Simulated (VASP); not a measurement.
Runs of VASP 6.6.1 on LiCl. The structure is that of space group Fm-3m (No. 225), or close to it. The cells are those of the table. 

```csv
task,level,potentials or basis,cell,gap on the mesh (eV)
single point,LDA,"VASP PAW LDA potentials, release 64 (Li_sv, Cl)","a = 3.627 Å, angles 60.0°, 2 atoms",6.00
electric field gradients,PBEsol,"VASP PAW PBE potentials, release 64 (Li_sv, Cl)","a = 3.627 Å, angles 60.0°, 2 atoms",6.14
electric field gradients,LDA,"VASP PAW LDA potentials, release 64 (Li_sv, Cl)","a = 3.627 Å, angles 60.0°, 2 atoms",6.00
electric field gradients,r2SCAN,"VASP PAW PBE potentials, release 64 (Li_sv, Cl)","a = 3.627 Å, angles 60.0°, 2 atoms",7.30
electric field gradients,PBEsol,"VASP PAW PBE potentials, release 64 (Li_sv, Cl)","a = 3.578 Å, angles 60.0°, 2 atoms",(a)
```

Alike in all rows: no spin polarisation; k mesh 9 × 9 × 9; cutoff (eV) 520; smearing fermi-dirac 0.03 eV.

Question: Fill in the values left out.

Answer: (a) 6.37.

Caveats: an odd mesh through Γ misses points on the zone boundary, where band edges can lie.
